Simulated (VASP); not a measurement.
# HfGe3W2 (P4/mmm) in VASP: notebook

Runs on HfGe3W2. Level: PBE. Tasks: single point, relaxation of cell and atoms.

Program: VASP 6.6.1. These are calculated values, not measurements. Logs are shortened: lines on timing, memory, paths and dates and some standing lists are left out, and cuts for length are marked.

### 1 The cell of the first run

The structure is tetragonal, space group P4/mmm (No. 123). The conventional cell has a = 3.684 Å, b = 3.684 Å, c = 9.951 Å, α = 90.00°, β = 90.00°, γ = 90.00°. Within 3.4 Å of Hf (site symmetry 4/mmm) lie 4 W at 2.60 Å. Ge (site symmetry 4mm) has 1 W at 2.44 Å and 1 Ge at 2.53 Å within 3.2 Å. Within 3.3 Å of Ge (site symmetry 4/mmm) lie 2 Ge at 2.53 Å and 4 W at 2.60 Å. W (site symmetry 4/mmm) has 4 Ge at 2.60 Å within 3.4 Å. Within 3.2 Å of W (site symmetry 4/mmm) lie 2 Ge at 2.44 Å and 4 Hf at 2.60 Å.

The cell was generated, and may not be a known phase.

### 2 Single point, PBE

Contents of INCAR:

```
ALGO = Normal ; EDIFF = 1E-6
ENCUT = 520 ; GGA = PE
ISIF = 2 ; ISMEAR = 0
LASPH = True ; LCHARG = True
LELF = True ; LREAL = False
LVHAR = True ; LWAVE = False
NBANDS = 49 ; NELM = 60
PREC = Accurate ; SIGMA = 0.1
```

Contents of KPOINTS:

```
k-points
0
Gamma
  6 6 2
```

Contents of POSCAR:

```
HfGe3W2
1.0
    3.6839664833      0.0000000000      0.0000000000
    0.0000000000      3.6839664833      0.0000000000
    0.0000000000      0.0000000000      9.9509013228
Hf Ge W
1 3 2
Direct
    0.0000000000      0.0000000000      0.5000000000
    0.5000000000      0.5000000000      0.7454101574
    0.5000000000      0.5000000000      0.2545898426
    0.5000000000      0.5000000000      0.0000000000
    0.0000000000      0.0000000000      0.0000000000
    0.5000000000      0.5000000000      0.5000000000
```

Potentials or basis: VASP PAW PBE potentials, release 64 (Hf_pv, Ge_d, W_sv).

The run is started by

```
$ cat potpaw_PBE.64/Hf_pv/POTCAR potpaw_PBE.64/Ge_d/POTCAR potpaw_PBE.64/W_sv/POTCAR > POTCAR
$ mpirun -np 1 vasp_std > vasp.out
```

OUTCAR:

```text
EDIFF = 1E-6
   ENCUT = 520
   GGA = PE
   ISIF = 2
   ISMEAR = 0
   LASPH = True
   LREAL = False
   NELM = 60
   PREC = Accurate

 ion  position               nearest neighbor table
   1  0.000  0.000  0.500-   6 2.60   6 2.60   6 2.60   6 2.60
   2  0.500  0.500  0.745-   6 2.44   4 2.53
   3  0.500  0.500  0.255-   6 2.44   4 2.53
   4  0.500  0.500  0.000-   2 2.53   3 2.53   5 2.60   5 2.60   5 2.60   5 2.60
   5  0.000  0.000  0.000-   4 2.60   4 2.60   4 2.60   4 2.60
   6  0.500  0.500  0.500-   2 2.44   3 2.44   1 2.60   1 2.60   1 2.60   1 2.60

  LATTYP: Found a simple tetragonal cell.
 ALAT       =     3.6839664833
 C/A-ratio  =     2.7011378545

  Lattice vectors:

 A1 = (   3.6839664833,   0.0000000000,   0.0000000000)
 A2 = (   0.0000000000,   3.6839664833,   0.0000000000)
 A3 = (   0.0000000000,   0.0000000000,   9.9509013228)

Analysis of symmetry for initial positions (statically):
=====================================================================
 Subroutine PRICEL returns:
 Original cell was already a primitive cell.

 Routine SETGRP: Setting up the symmetry group for a
 simple tetragonal supercell.

 Subroutine GETGRP returns: Found 16 space group operations
 (whereof 16 operations were pure point group operations)
 out of a pool of 16 trial point group operations.

The static configuration has the point symmetry D_4h.

Analysis of symmetry for dynamics (positions and initial velocities):
=====================================================================
 Subroutine PRICEL returns:
 Original cell was already a primitive cell.

 Routine SETGRP: Setting up the symmetry group for a
 simple tetragonal supercell.

 Subroutine GETGRP returns: Found 16 space group operations
 (whereof 16 operations were pure point group operations)
 out of a pool of 16 trial point group operations.

The dynamic configuration has the point symmetry D_4h.

 Subroutine INISYM returns: Found 16 space group operations
 (whereof 16 operations are pure point group operations),
 and found     1 'primitive' translations

----------------------------------------------------------------------------------------

                                     Primitive cell

  volume of cell :     135.0497

  direct lattice vectors                    reciprocal lattice vectors
     3.683966483  0.000000000  0.000000000     0.271446552  0.000000000  0.000000000
     0.000000000  3.683966483  0.000000000     0.000000000  0.271446552  0.000000000
     0.000000000  0.000000000  9.950901323     0.000000000  0.000000000  0.100493409

  length of vectors
     3.683966483  3.683966483  9.950901323     0.271446552  0.271446552  0.100493409

  position of ions in fractional coordinates (direct lattice)
     0.000000000  0.000000000  0.500000000
     0.500000000  0.500000000  0.745410157
     0.500000000  0.500000000  0.254589843
     0.500000000  0.500000000  0.000000000
     0.000000000  0.000000000  0.000000000
     0.500000000  0.500000000  0.500000000

  ion indices of the primitive-cell ions
   primitive index   ion index
                 1           1
                 2           2
                 3           3
                 4           4
                 5           5
                 6           6

----------------------------------------------------------------------------------------

 KPOINTS: k-points

Automatic generation of k-mesh.
 Grid dimensions read from file:
 generate k-points for:    6    6    2

 Generating k-lattice:

  Cartesian coordinates                     Fractional coordinates (reciprocal lattice)
     0.045241092  0.000000000  0.000000000     0.166666667  0.000000000  0.000000000
     0.000000000  0.045241092  0.000000000     0.000000000  0.166666667  0.000000000
     0.000000000  0.000000000  0.050246705     0.000000000  0.000000000  0.500000000

  Length of vectors
     0.045241092  0.045241092  0.050246705

  Shift w.r.t. Gamma in fractional coordinates (k-lattice)
     0.000000000  0.000000000  0.000000000

 Subroutine IBZKPT returns following result:
 ===========================================

 Found     20 irreducible k-points:

 Following reciprocal coordinates:
            Coordinates               Weight
  0.000000  0.000000  0.000000      1.000000
  0.166667  0.000000  0.000000      4.000000
  0.333333  0.000000  0.000000      4.000000
  0.500000  0.000000  0.000000      2.000000
  0.166667  0.166667  0.000000      4.000000
  0.333333  0.166667  0.000000      8.000000
[... 12 lines left out ...]
  0.500000  0.333333  0.500000      4.000000
  0.500000  0.500000  0.500000      1.000000
   k-points           NKPTS =     20   k-points in BZ     NKDIM =     20   number of bands    NBANDS=     49
   number of dos      NEDOS =    301   number of ions     NIONS =      6
   total plane-waves  NPLWV =  62720
   dimension x,y,z NGX =    28 NGY =   28 NGZ =   80
   dimension x,y,z NGXF=    56 NGYF=   56 NGZF=  160
   ions per type =               1   3   2
   NGX,Y,Z   is equivalent  to a cutoff of  12.64, 12.64, 13.37 a.u.
   NGXF,Y,Z  is equivalent  to a cutoff of  25.27, 25.27, 26.73 a.u.
 SYSTEM =  unknown system
   PREC   = accura    normal or accurate (medium, high low for compatibility)
   ISTART =      0    job   : 0-new  1-cont  2-samecut
   ICHARG =      2    charge: 1-file 2-atom 10-const
   ISPIN  =      1    spin polarized calculation?
   LNONCOLLINEAR =      F non collinear calculations
   LSORBIT =      F    spin-orbit coupling
   LASPH  =      T    aspherical Exc in radial PAW
   ENCUT  =  520.0 eV  38.22 Ry    6.18 a.u.   6.85  6.85 18.50*2*pi/ulx,y,z
   NELM   =     60;   NELMIN=  2; NELMDL= -5     # of ELM steps
   EDIFF  = 0.1E-05   stopping-criterion for ELM
   LREAL  =      F    real-space projection
   EDIFFG = 0.1E-04   stopping-criterion for IOM
   NSW    =      0    number of steps for IOM
   IBRION =     -1    ionic relax: 0-MD 1-quasi-New 2-CG
   NFREE  =      0    steps in history (QN), initial steepest desc. (CG)
   ISIF   =      2    stress and relaxation
   ISYM   =      2    0-nonsym 1-usesym 2-fastsym
   POTIM  = 0.5000    time-step for ionic-motion
   TEBEG  =    0.0;   TEEND  =   0.0 temperature during run
   PSTRESS=    0.0 pullay stress
   NELECT =      80.0000    total number of electrons
   NUPDOWN=      -1.0000    fix difference up-down
   EMIN   =  10.00;   EMAX   =-10.00  energy-range for DOS
   EFERMI =   0.00;   METHOD = LEGACY
   ISMEAR =     0;   SIGMA  =   0.10  broadening in eV -4-tet -1-fermi 0-gaus
   EFERMI_NEDOS =   21; number of points for ismear=-14 and -15
   IALGO  =     38    algorithm
   IMIX   =      4    mixing-type and parameters
     AMIX     =   0.40;   BMIX     =  1.00
     AMIX_MAG =   1.60;   BMIX_MAG =  1.00
  volume/ion in A,a.u.               =      22.51       151.89
  Fermi-wavevector in a.u.,A,eV,Ry     =   1.374908  2.598199 25.720065  1.890371
  Thomas-Fermi vector in A             =   2.500292
   LORBIT       =      0    0 simple, 1 ext, 2 COOP (PROOUT), +10 PAW based schemes
   GGA     = PE    functional components
   LHFCALC =     F    Hartree Fock is set to
   AEXX    =    0.0000 exact exchange contribution
   IVDW    =     0    specifies the selected vdW correction
   LEPSILON=     F    determine dielectric tensor
   LRPA    =     F    only Hartree local field effects (RPA)
 non-spin polarized calculation
 Gauss-broadening in eV      SIGMA  =   0.10
  energy-cutoff  :      520.00
  volume of cell :      135.05
 maximum number of plane-waves:      3656
 NGX is ok and might be reduce to    28
   NGX = 13   NGY = 13   NGZ = 37

 number of electron      80.0000025 magnetization

 Free energy of the ion-electron system (eV)
  ---------------------------------------------------
  ext. energy  EPLUGINS =         0.00000000
  ---------------------------------------------------
  free energy    TOTEN  =       -42.53439937 eV

  energy without entropy =      -42.50079903  energy(sigma->0) =      -42.51759920

 E-fermi :   5.4567     XC(G=0): -10.7434

 val. band max:        5.4434105451   @ k =   0.5000   0.3333   0.0000
 cond. band min:       5.4751246782   @ k =   0.3333   0.3333   0.5000
 fundamental gap:      0.0317141331
 Fermi energy:         5.4567384266

 k-point     1 :       0.0000    0.0000    0.0000
  band No.  band energies     occupation
      1     -69.0260      2.00000
      2     -67.5398      2.00000
      3     -33.2526      2.00000
      4     -33.2526      2.00000
      5     -33.0650      2.00000
      6     -31.9836      2.00000
[... 41 lines left out ...]
     48       9.4332      0.00000
     49       9.4776      0.00000

 k-point     2 :       0.1667    0.0000    0.0000
  band No.  band energies     occupation
      1     -69.0257      2.00000
      2     -67.5399      2.00000
      3     -33.2645      2.00000
      4     -33.2525      2.00000
      5     -33.0642      2.00000
      6     -31.9791      2.00000
[... 41 lines left out ...]
     48       9.0294      0.00000
     49       9.3414      0.00000

 k-point     3 :       0.3333    0.0000    0.0000
  band No.  band energies     occupation
      1     -69.0253      2.00000
      2     -67.5401      2.00000
      3     -33.2884      2.00000
      4     -33.2523      2.00000
      5     -33.0626      2.00000
      6     -31.9700      2.00000
[... 41 lines left out ...]
     48       8.6829      0.00000
     49       9.4986      0.00000

 k-point     4 :       0.5000    0.0000    0.0000
  band No.  band energies     occupation
      1     -69.0251      2.00000
      2     -67.5402      2.00000
      3     -33.3003      2.00000
      4     -33.2523      2.00000
      5     -33.0618      2.00000
      6     -31.9653      2.00000
[... 769 lines left out ...]
     48       8.0556      0.00000
     49       8.3587      0.00000

 k-point    19 :       0.5000    0.3333    0.5000
  band No.  band energies     occupation
      1     -69.0245      2.00000
      2     -67.5392      2.00000
      3     -33.2936      2.00000
      4     -33.2817      2.00000
      5     -33.0592      2.00000
      6     -32.0386      2.00000
[... 41 lines left out ...]
     48       7.9224      0.00000
     49       8.2530      0.00000

 k-point    20 :       0.5000    0.5000    0.5000
  band No.  band energies     occupation
      1     -69.0242      2.00000
      2     -67.5389      2.00000
      3     -33.2914      2.00000
      4     -33.2914      2.00000
      5     -33.0583      2.00000
      6     -32.0626      2.00000
[... 41 lines left out ...]
     48       7.3130      0.00000
     49       9.6194      0.00000

------------------------ aborting loop because EDIFF is reached ----------------------------------------

  FORCE on cell =-STRESS in cart. coord.  units (eV):
  Direction    XX          YY          ZZ          XY          YZ          ZX
  --------------------------------------------------------------------------------------
  -------------------------------------------------------------------------------------
  Total        0.0567526      0.0567526     -0.1075435      0.0000000      0.0000000      0.0000000
  in kB        0.6732906      0.6732906     -1.2758537      0.0000000      0.0000000      0.0000000
  external PRESSURE =       0.0235759 kB  Pullay stress =       0.0000000 kB

 VOLUME and BASIS-vectors are now :
 -----------------------------------------------------------------------------
  energy-cutoff  :      520.00
  volume of cell :      135.05
      direct lattice vectors                 reciprocal lattice vectors
     3.683966483  0.000000000  0.000000000     0.271446552  0.000000000  0.000000000
     0.000000000  3.683966483  0.000000000     0.000000000  0.271446552  0.000000000
     0.000000000  0.000000000  9.950901323     0.000000000  0.000000000  0.100493409

 POSITION                                       TOTAL-FORCE (eV/Angst)
 -----------------------------------------------------------------------------------
      0.00000      0.00000      4.97545         0.000000      0.000000      0.000000
      1.84198      1.84198      7.41750         0.000000      0.000000     -0.018943
      1.84198      1.84198      2.53340         0.000000     -0.000000      0.018943
      1.84198      1.84198      0.00000         0.000000      0.000000      0.000000
      0.00000      0.00000      0.00000         0.000000      0.000000      0.000000
      1.84198      1.84198      4.97545         0.000000      0.000000      0.000000
 -----------------------------------------------------------------------------------
    total drift:                                0.000000      0.000000     -0.000000

  FREE ENERGIE OF THE ION-ELECTRON SYSTEM (eV)
  ---------------------------------------------------
  free  energy   TOTEN  =       -42.5343993733 eV

  energy  without entropy=      -42.5007990337  energy(sigma->0) =      -42.51759920
```

It took 4.6 min on 1 thread of Intel Xeon 8259CL, shared host; peak memory 0.31 GiB.

Results:

```
Free energy            : -42.5344 eV
Pressure               : 0.0 GPa
Largest force          : 0.019 eV/Å
Band gap on the k mesh : zero (bands 40 and 41 overlap by 0.91 eV)
```

Forces on the atoms (eV/Å):
```
Hf   0.000  0.000  0.000
Ge   0.000  0.000 -0.019
Ge   0.000  0.000  0.019
Ge   0.000  0.000  0.000
W    0.000  0.000  0.000
W    0.000  0.000  0.000
```

Caveat: spin-orbit coupling is left out, which moves the levels of the heavy elements.

### 3 Relaxation of cell and atoms, PBE

This run uses another cell than the first one, of 21.18 Å³/atom.

Contents of INCAR:

```
ALGO = Normal ; EDIFF = 1E-7
EDIFFG = -0.04 ; ENCUT = 600
GGA = PE ; IBRION = 2
ISIF = 3 ; ISMEAR = 0
LASPH = True ; LCHARG = False
LREAL = False ; LWAVE = False
NELM = 60 ; NSW = 90
PREC = Accurate ; SIGMA = 0.1
```

Contents of KPOINTS:

```
k-points
0
Gamma
  4 4 2
```

Contents of POSCAR:

```
HfGe3W2
1.0
    3.7885248500      0.0000000000      0.0000000000
    0.0000000000      3.7885248500      0.0000000000
    0.0000000000      0.0000000000      8.8525906000
Hf Ge W
1 3 2
Direct
    0.0000000000      0.0000000000      0.5000000000
    0.5000000000      0.5000000000      0.7511408300
    0.5000000000      0.5000000000      0.2488591700
    0.5000000000      0.5000000000      0.0000000000
    0.0000000000      0.0000000000      0.0000000000
    0.5000000000      0.5000000000      0.5000000000
```

Potentials or basis: VASP PAW PBE potentials, release 64 (Hf_pv, Ge_d, W_sv).

The run is started by

```
$ cat potpaw_PBE.64/Hf_pv/POTCAR potpaw_PBE.64/Ge_d/POTCAR potpaw_PBE.64/W_sv/POTCAR > POTCAR
$ mpirun -np 1 vasp_std > vasp.out
```

It took 21 min on 1 thread of Intel Xeon 8259CL, shared host; peak memory 0.31 GiB.

The run converged. Its results:

* Free energy: -42.4418 eV
* Relaxed volume: 22.63 Å³/atom
* Relaxed cell: a = 3.690 Å, b = 3.690 Å, c = 9.971 Å, α = 90.00°, β = 90.00°, γ = 90.00°
* Space group after relaxing (to 0.1 Å): P4/mmm (No. 123)
* Energy gained by relaxing: 244.8 meV/atom
* Ionic steps: 9
* Pressure after relaxing: 0.0 GPa
* Largest force after relaxing: 0.010 eV/Å
* Band gap on the k mesh: zero (bands 40 and 41 overlap by 0.93 eV)

Forces on the atoms (eV/Å):
```
Hf   0.000  0.000  0.000
Ge   0.000  0.000  0.010
Ge   0.000  0.000 -0.010
Ge   0.000  0.000  0.000
W    0.000  0.000  0.000
W    0.000  0.000  0.000
```

Stress tensor (GPa, compression positive):
```
 0.05  0.00  0.00
 0.00  0.05  0.00
 0.00  0.00 -0.04
```

The path:
```csv
step,energy change (eV),largest force (eV/Å),pressure (GPa),volume (Å³)
1,0.0000,1.3928,8.55,127.06
2,-0.6024,1.2937,-5.30,146.31
3,-1.2746,1.4092,-2.17,136.98
4,-1.2760,1.4029,-2.01,136.73
5,-1.2762,1.3967,-1.88,136.55
6,-1.4143,0.6832,1.48,132.66
7,-1.4149,0.6181,1.84,132.32
8,-1.4679,0.0638,0.22,135.37
9,-1.4685,0.0099,0.02,135.76
```

Final structure:
```
Hf Ge W
1.0
     3.68993    0.00000    0.00000
     0.00000    3.68993    0.00000
     0.00000    0.00000    9.97105
Hf Ge W
1 3 2
Direct
  0.00000 0.00000 0.50000
  0.50000 0.50000 0.74350
  0.50000 0.50000 0.25650
  0.50000 0.50000 0.00000
  0.00000 0.00000 0.00000
  0.50000 0.50000 0.50000
```

Levels at points of the mesh, in eV from the Fermi level:
```csv
k point,band 36,band 37,band 38,band 39,band 40,band 41,band 42,band 43,band 44,band 45
"(0.00, 0.00, 0.00)",-1.45,-1.45,-0.36,-0.06,-0.06,0.22,0.22,0.65,1.91,2.90
"(0.50, 0.00, 0.00)",-1.07,-0.72,-0.26,0.14,0.24,0.39,0.47,0.71,0.89,1.26
"(0.50, 0.50, 0.00)",-1.58,-1.58,-1.53,-0.83,-0.69,-0.69,-0.55,0.87,1.16,1.50
"(0.00, 0.00, 0.50)",-1.44,-1.16,-0.36,-0.23,-0.23,0.49,0.49,1.17,1.68,2.47
"(0.50, 0.00, 0.50)",-0.82,-0.60,-0.23,-0.08,0.24,0.33,0.47,0.76,1.23,1.72
"(0.50, 0.50, 0.50)",-2.41,-2.41,-2.12,-0.45,-0.11,-0.11,0.86,0.90,1.13,1.16
```

Caveat: the k points lie up to 0.43 Å⁻¹ apart in the final cell, too coarse for converged energies and pressures of a metal; spin-orbit coupling is left out, which moves the levels of the heavy elements.

(Part 1 of 2 ends here.)

The gap in the log of VASP goes by the Fermi energy; the results here count the filled bands.